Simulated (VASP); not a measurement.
# MoS2 in VASP: a series of runs

Runs on MoS2. Level: PBEsol. Tasks: single point.

Everything below comes from runs of VASP 6.6.1. Logs are shortened: lines on timing, memory, paths and dates and some standing lists are left out, and cuts for length are marked.

## (1) The cell of the first run

The cell holds a slab with vacuum, 12 atoms: a = 3.141 Å, b = 3.141 Å, c = 34.071 Å, α = 90.00°, β = 90.00°, γ = 120.00°.

## (2) Single point, PBEsol

Contents of INCAR:

```
PREC = Accurate
ENCUT = 520
EDIFF = 1E-6
ISMEAR = 0
SIGMA = 0.02
LREAL = False
LASPH = True
NELM = 60
ALGO = Normal
ISIF = 2
LWAVE = False
LCHARG = False
GGA = PS
NBANDS = 64
```

Contents of KPOINTS:

```
regular mesh
0
Gamma
  12 12 1
```

Contents of POSCAR:

```
MoS2
1.0
    3.1409198279      0.0000000000      0.0000000000
   -1.5704599139      2.7201163622      0.0000000000
    0.0000000000      0.0000000000     34.0710877164
Mo S
4 8
Direct
    0.6666666667      0.3333333333      0.9076677277
    0.6666666667      0.3333333333      0.2770342000
    0.3333333333      0.6666666667      0.7229658000
    0.3333333333      0.6666666667      0.0923322723
    0.3333333333      0.6666666667      0.9534311825
    0.3333333333      0.6666666667      0.3227607105
    0.6666666667      0.3333333333      0.7687341993
    0.6666666667      0.3333333333      0.1380962480
    0.3333333333      0.6666666667      0.8619037520
    0.3333333333      0.6666666667      0.2312658007
    0.6666666667      0.3333333333      0.6772392895
    0.6666666667      0.3333333333      0.0465688175
```

Potentials or basis: VASP PAW PBE potentials, release 64 (Mo_sv, S).

Started as:

```console
> cat potpaw_PBE.64/Mo_sv/POTCAR potpaw_PBE.64/S/POTCAR > POTCAR
> mpirun -np 1 vasp_std > vasp.out
```

OUTCAR:

```text
PREC = Accurate
   ENCUT = 520
   EDIFF = 1E-6
   ISMEAR = 0
   LREAL = False
   LASPH = True
   NELM = 60
   ISIF = 2
   GGA = PS

 ion  position               nearest neighbor table
   1  0.667  0.333  0.908-   5 2.39   5 2.39   5 2.39   9 2.39   9 2.39   9 2.39
   2  0.667  0.333  0.277-   6 2.39   6 2.39   6 2.39  10 2.39  10 2.39  10 2.39
   3  0.333  0.667  0.723-  11 2.39  11 2.39  11 2.39   7 2.39   7 2.39   7 2.39
   4  0.333  0.667  0.092-  12 2.39  12 2.39  12 2.39   8 2.39   8 2.39   8 2.39
   5  0.333  0.667  0.953-   1 2.39   1 2.39   1 2.39
   6  0.333  0.667  0.323-   2 2.39   2 2.39   2 2.39
   7  0.667  0.333  0.769-   3 2.39   3 2.39   3 2.39
   8  0.667  0.333  0.138-   4 2.39   4 2.39   4 2.39
   9  0.333  0.667  0.862-   1 2.39   1 2.39   1 2.39
  10  0.333  0.667  0.231-   2 2.39   2 2.39   2 2.39
  11  0.667  0.333  0.677-   3 2.39   3 2.39   3 2.39
  12  0.667  0.333  0.047-   4 2.39   4 2.39   4 2.39

  LATTYP: Found a hexagonal cell.
 ALAT       =     3.1409198279
 C/A-ratio  =    10.8474872277

  Lattice vectors:

 A1 = (   3.1409198279,   0.0000000000,   0.0000000000)
 A2 = (  -1.5704599139,   2.7201163622,   0.0000000000)
 A3 = (   0.0000000000,   0.0000000000,  34.0710877164)

Analysis of symmetry for initial positions (statically):
=====================================================================
 Subroutine PRICEL returns:
 Original cell was already a primitive cell.

 Routine SETGRP: Setting up the symmetry group for a
 hexagonal supercell.

 Subroutine GETGRP returns: Found 12 space group operations
 (whereof 12 operations were pure point group operations)
 out of a pool of 24 trial point group operations.

The static configuration has the point symmetry D_3d.

Analysis of symmetry for dynamics (positions and initial velocities):
=====================================================================
 Subroutine PRICEL returns:
 Original cell was already a primitive cell.

 Routine SETGRP: Setting up the symmetry group for a
 hexagonal supercell.

 Subroutine GETGRP returns: Found 12 space group operations
 (whereof 12 operations were pure point group operations)
 out of a pool of 24 trial point group operations.

The dynamic configuration has the point symmetry D_3d.

 Subroutine INISYM returns: Found 12 space group operations
 (whereof 12 operations are pure point group operations),
[... 119 lines left out ...]
   TEBEG  =    0.0;   TEEND  =   0.0 temperature during run
   PSTRESS=    0.0 pullay stress
   NELECT =     104.0000    total number of electrons
   NUPDOWN=      -1.0000    fix difference up-down
   EMIN   =  10.00;   EMAX   =-10.00  energy-range for DOS
   EFERMI =   0.00;   METHOD = LEGACY
   ISMEAR =     0;   SIGMA  =   0.02  broadening in eV -4-tet -1-fermi 0-gaus
   EFERMI_NEDOS =   21; number of points for ismear=-14 and -15
   IALGO  =     38    algorithm
   IMIX   =      4    mixing-type and parameters
     AMIX     =   0.40;   BMIX     =  1.00
     AMIX_MAG =   1.60;   BMIX_MAG =  1.00
  volume/ion in A,a.u.               =      24.26       163.70
  Fermi-wavevector in a.u.,A,eV,Ry     =   1.161651  2.195203 18.360165  1.349434
  Thomas-Fermi vector in A             =   2.298221
   LORBIT       =      0    0 simple, 1 ext, 2 COOP (PROOUT), +10 PAW based schemes
   GGA     = PS    functional components
   LHFCALC =     F    Hartree Fock is set to
   AEXX    =    0.0000 exact exchange contribution
   IVDW    =     0    specifies the selected vdW correction
   LEPSILON=     F    determine dielectric tensor
   LRPA    =     F    only Hartree local field effects (RPA)
 non-spin polarized calculation
 Gauss-broadening in eV      SIGMA  =   0.02
  energy-cutoff  :      520.00
  volume of cell :      291.09
 maximum number of plane-waves:      7878
 NGX is ok and might be reduce to    24
   NGX = 11   NGY = 11   NGZ =127

 number of electron     104.0000001 magnetization

 Free energy of the ion-electron system (eV)
  ---------------------------------------------------
  ext. energy  EPLUGINS =         0.00000000
  ---------------------------------------------------
  free energy    TOTEN  =       -93.78356972 eV

  energy without entropy =      -93.78356972  energy(sigma->0) =      -93.78356972

 E-fermi :   4.0980     XC(G=0):  -8.3233

 val. band max:        3.8995992131   @ k =   0.0000   0.0000   0.0000
 cond. band min:       5.0269607814   @ k =   0.1667   0.1667   0.0000
 fundamental gap:      1.1273615683
 Fermi energy:         4.0979591097

 k-point     1 :       0.0000    0.0000    0.0000
  band No.  band energies     occupation
      1     -57.3184      2.00000
      2     -57.3184      2.00000
      3     -57.3168      2.00000
      4     -57.3168      2.00000
      5     -31.5301      2.00000
      6     -31.5301      2.00000
[... 1262 lines left out ...]
     63       7.0778      0.00000
     64       7.0778      0.00000

------------------------ aborting loop because EDIFF is reached ----------------------------------------

  FORCE on cell =-STRESS in cart. coord.  units (eV):
  Direction    XX          YY          ZZ          XY          YZ          ZX
  --------------------------------------------------------------------------------------
  -------------------------------------------------------------------------------------
  Total        0.0274635      0.0274635     -0.0531380      0.0000000      0.0000000      0.0000000
  in kB        0.1511599      0.1511599     -0.2924729      0.0000000      0.0000000      0.0000000
  external PRESSURE =       0.0032823 kB  Pullay stress =       0.0000000 kB

 VOLUME and BASIS-vectors are now :
 -----------------------------------------------------------------------------
  energy-cutoff  :      520.00
  volume of cell :      291.09
      direct lattice vectors                 reciprocal lattice vectors
     3.140919828  0.000000000  0.000000000     0.318378072  0.183815666  0.000000000
    -1.570459914  2.720116362  0.000000000     0.000000000  0.367631331  0.000000000
     0.000000000  0.000000000 34.071087716     0.000000000  0.000000000  0.029350398

 POSITION                                       TOTAL-FORCE (eV/Angst)
 -----------------------------------------------------------------------------------
      1.57046      0.90671     30.92523         0.000000      0.000000     -0.000145
      1.57046      0.90671      9.43886        -0.000000      0.000000      0.000746
     -0.00000      1.81341     24.63223        -0.000000     -0.000000     -0.000746
     -0.00000      1.81341      3.14586         0.000000     -0.000000      0.000145
     -0.00000      1.81341     32.48444        -0.000000      0.000000      0.001382
     -0.00000      1.81341     10.99681         0.000000      0.000000      0.003314
      1.57046      0.90671     26.19161         0.000000      0.000000      0.002901
      1.57046      0.90671      4.70509         0.000000      0.000000      0.001539
     -0.00000      1.81341     29.36600        -0.000000      0.000000     -0.001539
     -0.00000      1.81341      7.87948        -0.000000     -0.000000     -0.002901
      1.57046      0.90671     23.07428        -0.000000     -0.000000     -0.003314
      1.57046      0.90671      1.58665        -0.000000     -0.000000     -0.001382
 -----------------------------------------------------------------------------------
    total drift:                                0.000000     -0.000000      0.000000

  FREE ENERGIE OF THE ION-ELECTRON SYSTEM (eV)
  ---------------------------------------------------
  free  energy   TOTEN  =       -93.7835697167 eV

  energy  without entropy=      -93.7835697167  energy(sigma->0) =      -93.78356972
```

Wall time 13 min (1 thread of Oxide Virtual Turin-like, shared host); peak memory 0.49 GiB.

What came out:

```
Free energy            : -93.7836 eV
Largest force          : 0.003 eV/Å
Band gap on the k mesh : 1.13 eV, indirect (least direct gap 1.76 eV)
```

Forces on the atoms (eV/Å):
```
Mo   0.000  0.000  0.000
Mo   0.000  0.000  0.001
Mo   0.000  0.000 -0.001
Mo   0.000  0.000  0.000
S    0.000  0.000  0.001
S    0.000  0.000  0.003
S    0.000  0.000  0.003
S    0.000  0.000  0.002
S    0.000  0.000 -0.002
S    0.000  0.000 -0.003
S    0.000  0.000 -0.003
S    0.000  0.000 -0.001
```

Caveat: the PAW data sets were made with another functional, which shifts forces and pressure a little.

## (3) Single point, PBEsol

Contents of INCAR:

```
SYSTEM = MoS2
PREC     = Accurate       ! precision mode
ENCUT    = 520            ! plane-wave cutoff, eV
EDIFF    = 1E-6           ! SCF threshold, eV
ISMEAR   = 0              ! smearing method
SIGMA    = 0.02           ! smearing width, eV
LREAL    = .FALSE.        ! projectors in reciprocal space
LASPH    = .TRUE.         ! aspherical terms in the spheres
NELM     = 80             ! most SCF steps
ALGO     = Normal         ! electronic algorithm
ISIF     = 2              ! what is computed and relaxed
LWAVE    = .FALSE.        ! write WAVECAR
LCHARG   = .FALSE.        ! write CHGCAR
GGA      = PS             ! functional
NBANDS   = 64             ! bands
```

Contents of KPOINTS:

```
Automatic mesh
0
G
  12 12 1
  0 0 0
```

POSCAR is that of step 2.

Potentials or basis: VASP PAW PBE potentials, release 64 (Mo_sv, S).

Started as:

```console
> cat potpaw_PBE.64/Mo_sv/POTCAR potpaw_PBE.64/S/POTCAR > POTCAR
> mpirun -np 1 vasp_std > vasp.out
```

It took 17 min on 1 thread of Oxide Virtual Turin-like, shared host; peak memory 0.49 GiB.

Results (log left out):

```
Free energy            : -93.7836 eV
Largest force          : 0.003 eV/Å
Band gap on the k mesh : 1.13 eV, indirect (least direct gap 1.76 eV)
```

Forces on the atoms (eV/Å):
```
Mo   0.000  0.000  0.000
Mo   0.000  0.000  0.001
Mo   0.000  0.000 -0.001
Mo   0.000  0.000  0.000
S    0.000  0.000  0.001
S    0.000  0.000  0.003
S    0.000  0.000  0.003
S    0.000  0.000  0.002
S    0.000  0.000 -0.002
S    0.000  0.000 -0.003
S    0.000  0.000 -0.003
S    0.000  0.000 -0.001
```

Levels at points of the mesh, in eV from the valence-band top:
```csv
k point,band 50,band 51,band 52,band 53,band 54,band 55
"(0.00, 0.00, 0.00)",-0.51,-0.19,0.00,2.36,2.36,2.37
"(0.50, 0.00, 0.00)",-1.21,-1.18,-1.17,1.87,1.88,1.90
```

Caveat: the PAW data sets were made with another functional, which shifts forces and pressure a little.
